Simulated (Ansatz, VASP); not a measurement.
**Two plane-wave programs on In2GeS2**

Contents of INCAR:

```
PREC     = Accurate       # precision mode
ENCUT    = 600            # plane-wave cutoff, eV
EDIFF    = 1E-6           # SCF threshold, eV
ISMEAR   = 0              # smearing method
SIGMA    = 0.1            # smearing width, eV
LREAL    = False          # projectors in reciprocal space
LASPH    = True           # aspherical terms in the spheres
NELM     = 80             # most SCF steps
ALGO     = Normal         # electronic algorithm
ISIF     = 3              # what is computed and relaxed
LWAVE    = False          # write WAVECAR
LCHARG   = False          # write CHGCAR
GGA      = PE             # functional
IBRION   = 2              # ionic algorithm
NSW      = 90             # ionic steps
EDIFFG   = -0.04          # ionic threshold
```

KPOINTS

```
Automatic mesh
0
Gamma
  6 6 4
```

The input POSCAR:

```
In2GeS2
1.0
    4.4170522797      0.0000000000      0.0000000000
   -2.2085261398      3.8252794840      0.0000000000
    0.0000000000      0.0000000000      6.7220015414
In Ge S
2 1 2
Direct
    0.3333333333      0.6666666667      0.2659965512
    0.3333333333      0.6666666667      0.7340034488
    0.0000000000      0.0000000000      0.5000000000
    0.6666666667      0.3333333333      0.0000000000
    0.0000000000      0.0000000000      0.0000000000
```

Input for Ansatz:

```yaml
crystal:
  lattice:
    - [4.4170522797, 0.0, 0.0]
    - [-2.2085261398, 3.825279484, 0.0]
    - [0.0, 0.0, 6.7220015414]
  atoms:
    - { symbol: In, position: [0.3333333333, 0.6666666667, 0.2659965512] }
    - { symbol: In, position: [0.3333333333, 0.6666666667, 0.7340034488] }
    - { symbol: Ge, position: [0.0, 0.0, 0.5] }
    - { symbol: S, position: [0.6666666667, 0.3333333333, 0.0] }
    - { symbol: S, position: [0.0, 0.0, 0.0] }
basis:
  ecutwfc: 420
kpoints:
  mp_grid: { grid: [6, 6, 4] }
hamiltonian:
  xc: pbe
scf:
  occupations: { method: gaussian, width: 0.1 }
  lower_state_search: "off"
output:
  forces: true
  stress: true
  eigenvalues: true
relax:
  adjacent_minimum: "off"
  f_tol: 0.04
  max_steps: 70
  cell: { stress_tol: 0.4 }
```

Change from the starting cell: species swapped into the La2Cu2I type (P-6m2, No. 187).

Alike in both runs: task relaxation of cell and atoms; functional PBE; k mesh 6 × 6 × 4; occupations gaussian, width 0.1 eV; no spin polarisation.

```csv
,VASP,Ansatz
version,VASP 6.6.1,Ansatz 0.2.0
potentials or method,"VASP PAW PBE potentials, release 64 (In_d, Ge_d, S), cutoff 600 eV","scalar-relativistic, plane waves, PAW"
valence electrons in the cell,52,52
```

Ansatz gave:

* gap on the k mesh at the Fermi level, each at its own relaxed structure (eV): none
* relaxed volume (Å³/atom): 23.09
* relaxed cell length with the largest relative difference (Å): 4.447

**Question.** What did VASP give for the same quantities?

**Answer.** gap on the k mesh at the Fermi level, each at its own relaxed structure (eV): none; relaxed volume (Å³/atom): 23.08; relaxed cell length with the largest relative difference (Å): 4.445.

A gap of «none» marks a metal or a gap that the smearing closes.
